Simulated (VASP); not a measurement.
# Be (P6_3/mmc) in VASP: single point with PBEsol

Aim: the single point of Be with PBEsol.

Everything below comes from runs of VASP 6.6.1. Logs are shortened: lines on timing, memory, paths and dates and some standing lists are left out, and cuts for length are marked.

## (1) The cell of the first run

Symmetry: P6_3/mmc, No. 194, hexagonal system. The conventional cell has a = 2.257 Å, b = 2.257 Å, c = 3.553 Å, α = 90.00°, β = 90.00°, γ = 120.00°. Within 2.9 Å of Be (site symmetry -6m2) lie 12 Be at 2.20 to 2.26 Å.

## (2) Single point, PBEsol

Contents of POSCAR:

```
Be
1.0
    2.2571841371      0.0000000000      0.0000000000
   -1.1285920685      1.9547788037      0.0000000000
    0.0000000000      0.0000000000      3.5531657669
Be
2
Direct
    0.3333333333      0.6666666667      0.2500000000
    0.6666666667      0.3333333333      0.7500000000
```

Contents of INCAR.step1:

```
ALGO = Normal
EDIFF = 1E-6
ENCUT = 520
GGA = PS
ISIF = 2
ISMEAR = 0
LASPH = T
LCHARG = T
LREAL = F
LWAVE = F
NBANDS = 9
NELM = 60
PREC = Accurate
SIGMA = 0.1
```

Contents of KPOINTS.step1:

```
k-points
0
Gamma
  24 24 12
```

Contents of INCAR.step2:

```
ALGO = Normal
EDIFF = 1E-6
ENCUT = 520
GGA = PS
ICHARG = 11
ISIF = 2
ISMEAR = -5
LASPH = T
LCHARG = F
LORBIT = 10
LREAL = F
LWAVE = F
NEDOS = 1001
NELM = 60
PREC = Accurate
SIGMA = 0.1
```

Contents of KPOINTS.step2:

```
k-points
0
Gamma
  36 36 18
```

Potentials or basis: VASP PAW PBE potentials, release 64 (Be).

Command:

```bash
> cat potpaw_PBE.64/Be/POTCAR > POTCAR
> cp INCAR.step1 INCAR
> cp KPOINTS.step1 KPOINTS
> mpirun -np 1 vasp_std > vasp.out
> cp INCAR.step2 INCAR
> cp KPOINTS.step2 KPOINTS
> mpirun -np 1 vasp_std > vasp.out
```

OUTCAR:

```text
EDIFF = 1E-6
   ENCUT = 520
   GGA = PS
   ICHARG = 11
   ISIF = 2
   ISMEAR = -5
   LASPH = T
   LORBIT = 10
   LREAL = F
   NELM = 60
   PREC = Accurate

 ion  position               nearest neighbor table
   1  0.333  0.667  0.250-   2 2.20   2 2.20   2 2.20   2 2.20   2 2.20   2 2.20
   2  0.667  0.333  0.750-   1 2.20   1 2.20   1 2.20   1 2.20   1 2.20   1 2.20

  LATTYP: Found a hexagonal cell.
 ALAT       =     2.2571841371
 C/A-ratio  =     1.5741585759

  Lattice vectors:

 A1 = (   2.2571841371,   0.0000000000,   0.0000000000)
 A2 = (  -1.1285920685,   1.9547788037,   0.0000000000)
 A3 = (   0.0000000000,   0.0000000000,   3.5531657669)

Analysis of symmetry for initial positions (statically):
=====================================================================
 Subroutine PRICEL returns:
 Original cell was already a primitive cell.

 Routine SETGRP: Setting up the symmetry group for a
 hexagonal supercell.

 Subroutine GETGRP returns: Found 24 space group operations
 (whereof 12 operations were pure point group operations)
 out of a pool of 24 trial point group operations.

The static configuration has the point symmetry D_3d.
 The point group associated with its full space group is D_6h.

Analysis of symmetry for dynamics (positions and initial velocities):
=====================================================================
 Subroutine PRICEL returns:
 Original cell was already a primitive cell.

 Routine SETGRP: Setting up the symmetry group for a
 hexagonal supercell.

 Subroutine GETGRP returns: Found 24 space group operations
 (whereof 12 operations were pure point group operations)
 out of a pool of 24 trial point group operations.

The dynamic configuration has the point symmetry D_3d.
 The point group associated with its full space group is D_6h.

 Subroutine INISYM returns: Found 24 space group operations
 (whereof 12 operations are pure point group operations),
 and found     1 'primitive' translations

----------------------------------------------------------------------------------------

                                     Primitive cell

  volume of cell :      15.6776

  direct lattice vectors                    reciprocal lattice vectors
     2.257184137  0.000000000  0.000000000     0.443029872  0.255783416  0.000000000
    -1.128592068  1.954778804  0.000000000     0.000000000  0.511566832  0.000000000
     0.000000000  0.000000000  3.553165767     0.000000000  0.000000000  0.281439163

  length of vectors
     2.257184137  2.257184137  3.553165767     0.511566832  0.511566832  0.281439163

  position of ions in fractional coordinates (direct lattice)
     0.333333333  0.666666667  0.250000000
     0.666666667  0.333333333  0.750000000

  ion indices of the primitive-cell ions
   primitive index   ion index
                 1           1
                 2           2

----------------------------------------------------------------------------------------

 KPOINTS: k-points

Automatic generation of k-mesh.
 Grid dimensions read from file:
 generate k-points for:   36   36   18

 Generating k-lattice:

  Cartesian coordinates                     Fractional coordinates (reciprocal lattice)
     0.012306385  0.007105095  0.000000000     0.027777778  0.000000000  0.000000000
     0.000000000  0.014210190  0.000000000     0.000000000  0.027777778  0.000000000
     0.000000000  0.000000000  0.015635509     0.000000000  0.000000000  0.055555556

  Length of vectors
     0.014210190  0.014210190  0.015635509

  Shift w.r.t. Gamma in fractional coordinates (k-lattice)
     0.000000000  0.000000000  0.000000000

 TETIRR: Found  23589 inequivalent tetrahedra from   139968

 Subroutine IBZKPT returns following result:
 ===========================================

 Found   1270 irreducible k-points:

 Following reciprocal coordinates:
            Coordinates               Weight
  0.000000  0.000000  0.000000      1.000000
  0.027778  0.000000  0.000000      6.000000
  0.055556  0.000000  0.000000      6.000000
  0.083333  0.000000  0.000000      6.000000
  0.111111  0.000000  0.000000      6.000000
  0.138889  0.000000  0.000000      6.000000
[... 16 lines left out ...]
  0.111111  0.027778  0.000000     12.000000
  0.138889  0.027778  0.000000     12.000000
 [... further k-points ...]
   k-points           NKPTS =   1270   k-points in BZ     NKDIM =   1270   number of bands    NBANDS=      6
   number of dos      NEDOS =   1001   number of ions     NIONS =      2
   total plane-waves  NPLWV =   9072
   dimension x,y,z NGX =    18 NGY =   18 NGZ =   28
   dimension x,y,z NGXF=    36 NGYF=   36 NGZF=   56
   ions per type =               2
   NGX,Y,Z   is equivalent  to a cutoff of  13.26, 13.26, 13.10 a.u.
   NGXF,Y,Z  is equivalent  to a cutoff of  26.51, 26.51, 26.20 a.u.
 SYSTEM =  unknown system
   PREC   = accura    normal or accurate (medium, high low for compatibility)
   ISTART =      0    job   : 0-new  1-cont  2-samecut
   ICHARG =     11    charge: 1-file 2-atom 10-const
   ISPIN  =      1    spin polarized calculation?
   LNONCOLLINEAR =      F non collinear calculations
   LSORBIT =      F    spin-orbit coupling
   LASPH  =      T    aspherical Exc in radial PAW
   ENCUT  =  520.0 eV  38.22 Ry    6.18 a.u.   4.20  4.20  6.61*2*pi/ulx,y,z
   NELM   =     60;   NELMIN=  2; NELMDL=  0     # of ELM steps
   EDIFF  = 0.1E-05   stopping-criterion for ELM
   LREAL  =      F    real-space projection
   EDIFFG = 0.1E-04   stopping-criterion for IOM
   NSW    =      0    number of steps for IOM
   IBRION =     -1    ionic relax: 0-MD 1-quasi-New 2-CG
   NFREE  =      0    steps in history (QN), initial steepest desc. (CG)
   ISIF   =      2    stress and relaxation
   ISYM   =      2    0-nonsym 1-usesym 2-fastsym
   POTIM  = 0.5000    time-step for ionic-motion
   TEBEG  =    0.0;   TEEND  =   0.0 temperature during run
   PSTRESS=    0.0 pullay stress
   NELECT =       4.0000    total number of electrons
   NUPDOWN=      -1.0000    fix difference up-down
   EMIN   =  10.00;   EMAX   =-10.00  energy-range for DOS
   EFERMI =   0.00;   METHOD = LEGACY
   ISMEAR =    -5;   SIGMA  =   0.10  broadening in eV -4-tet -1-fermi 0-gaus
   EFERMI_NEDOS =   21; number of points for ismear=-14 and -15
   IALGO  =     38    algorithm
   IMIX   =      4    mixing-type and parameters
     AMIX     =   0.40;   BMIX     =  1.00
     AMIX_MAG =   1.60;   BMIX_MAG =  1.00
  volume/ion in A,a.u.               =       7.84        52.90
  Fermi-wavevector in a.u.,A,eV,Ry     =   1.038329  1.962156 14.668798  1.078126
  Thomas-Fermi vector in A             =   2.172808
   LORBIT       =     10    0 simple, 1 ext, 2 COOP (PROOUT), +10 PAW based schemes
   GGA     = PS    functional components
   LHFCALC =     F    Hartree Fock is set to
   AEXX    =    0.0000 exact exchange contribution
   IVDW    =     0    specifies the selected vdW correction
   LEPSILON=     F    determine dielectric tensor
   LRPA    =     F    only Hartree local field effects (RPA)
 non-spin polarized calculation
 Fermi weights with tetrahedron method with Bloechl corrections
  energy-cutoff  :      520.00
  volume of cell :       15.68
 maximum number of plane-waves:       446
 NGX is ok and might be reduce to    18

 number of electron       4.0000000 magnetization

 Free energy of the ion-electron system (eV)
  ---------------------------------------------------
  ext. energy  EPLUGINS =         0.00000000
  ---------------------------------------------------
  free energy    TOTEN  =        -7.99694400 eV

  energy without entropy =       -7.99694400  energy(sigma->0) =       -7.99694400

 E-fermi :   7.0779     XC(G=0): -10.6361

 val. band max:        7.2969515924   @ k =   0.3056   0.0833   0.0000
 cond. band min:       7.0186902127   @ k =   0.3056   0.3056   0.3333
 fundamental gap:     -0.2782613797
 Fermi energy:         7.0778520199

 k-point     1 :       0.0000    0.0000    0.0000
  band No.  band energies     occupation
      1      -4.3050      2.00000
      2       2.5979      2.00000
      3       8.2462      0.00000
      4      23.1808      0.00000
      5      23.1808      0.00000
      6      26.0455      0.00000

 k-point     2 :       0.0278    0.0000    0.0000
  band No.  band energies     occupation
      1      -4.2828      2.00000
      2       2.6272      2.00000
      3       8.2525      0.00000
      4      22.9850      0.00000
      5      23.0217      0.00000
      6      26.0506      0.00000

 k-point     3 :       0.0556    0.0000    0.0000
  band No.  band energies     occupation
      1      -4.2162      2.00000
      2       2.7150      2.00000
      3       8.2711      0.00000
      4      22.4352      0.00000
      5      22.6150      0.00000
      6      26.0594      0.00000

 k-point     4 :       0.0833    0.0000    0.0000
  band No.  band energies     occupation
      1      -4.1053      2.00000
      2       2.8612      2.00000
      3       8.3011      0.00000
      4      21.6173      0.00000
      5      22.0773      0.00000
      6      26.0515      0.00000

 k-point     5 :       0.1111    0.0000    0.0000
  band No.  band energies     occupation
      1      -3.9498      2.00000
      2       3.0658      2.00000
      3       8.3401      0.00000
      4      20.6236      0.00000
      5      21.4859      0.00000
      6      26.0119      0.00000
[... 136 lines left out ...]
 k-point    21 :       0.0556    0.0278    0.0000
  band No.  band energies     occupation
      1      -4.1497      2.00000
      2       2.8027      2.00000
      3       8.2893      0.00000
      4      22.0061      0.00000
      5      22.1928      0.00000
      6      26.0738      0.00000

 k-point    22 :       0.0833    0.0278    0.0000
  band No.  band energies     occupation
      1      -4.0165      2.00000
      2       2.9782      2.00000
      3       8.3241      0.00000
      4      21.1067      0.00000
      5      21.6248      0.00000
      6      26.0566      0.00000

 k-point    23 :       0.1111    0.0278    0.0000
  band No.  band energies     occupation
      1      -3.8388      2.00000
      2       3.2118      2.00000
      3       8.3664      0.00000
      4      20.0634      0.00000
      5      21.0300      0.00000
      6      25.9937      0.00000

 k-point    24 :       0.1389    0.0278    0.0000
  band No.  band energies     occupation
      1      -3.6166      2.00000
      2       3.5036      2.00000
      3       8.4115      0.00000
      4      18.9501      0.00000
      5      20.4363      0.00000
      6      25.8479      0.00000

 [... further k-points ...]

------------------------ aborting loop because EDIFF is reached ----------------------------------------

  FORCE on cell =-STRESS in cart. coord.  units (eV):
  Direction    XX          YY          ZZ          XY          YZ          ZX
  --------------------------------------------------------------------------------------
  -------------------------------------------------------------------------------------
  Total        0.0000510      0.0000510      0.0995387      0.0000000      0.0000000      0.0000000
  in kB        0.0052137      0.0052137     10.1723794      0.0000000      0.0000000      0.0000000
  external PRESSURE =       3.3942689 kB  Pullay stress =       0.0000000 kB

 VOLUME and BASIS-vectors are now :
 -----------------------------------------------------------------------------
  energy-cutoff  :      520.00
  volume of cell :       15.68
      direct lattice vectors                 reciprocal lattice vectors
     2.257184137  0.000000000  0.000000000     0.443029872  0.255783416  0.000000000
    -1.128592068  1.954778804  0.000000000     0.000000000  0.511566832  0.000000000
     0.000000000  0.000000000  3.553165767     0.000000000  0.000000000  0.281439163

 POSITION                                       TOTAL-FORCE (eV/Angst)
 -----------------------------------------------------------------------------------
     -0.00000      1.30319      0.88829        -0.000000     -0.000000      0.000000
      1.12859      0.65159      2.66487         0.000000      0.000000      0.000000
 -----------------------------------------------------------------------------------
    total drift:                                0.000000     -0.000000      0.000000

  FREE ENERGIE OF THE ION-ELECTRON SYSTEM (eV)
  ---------------------------------------------------
  free  energy   TOTEN  =        -7.9969439957 eV

  energy  without entropy=       -7.9969439957  energy(sigma->0) =       -7.99694400

 total charge

# of ion       s       p       d       tot
------------------------------------------
    1        0.407   0.782   0.000   1.189
    2        0.407   0.782   0.000   1.189
--------------------------------------------------
tot          0.814   1.565   0.000   2.379
```

Wall time 44 s (1 thread of Intel Xeon 6975P-C (Granite Rapids), shared host); peak memory 0.24 GiB.

What came out:

| Quantity | Value |
| --- | --- |
| Valence electrons inside the program's atomic spheres | Be 1.19 |

Levels at points of the mesh, in eV from the Fermi level:
```tsv
k point	band 1	band 2	band 3	band 4	band 5	band 6
(0.00, 0.00, 0.00)	-11.38	-4.48	1.17	16.10	16.10	18.97
(0.50, 0.00, 0.00)	-5.05	-3.13	3.65	6.52	6.82	9.46
(0.00, 0.00, 0.50)	-9.22	-9.22	10.80	10.80	17.77	17.77
(0.50, 0.00, 0.50)	-3.66	-3.66	1.61	1.61	12.09	12.09
```

Caveat: the PAW data sets were made with another functional, which shifts forces and pressure a little; tetrahedron occupations give inexact forces and stress in metals.
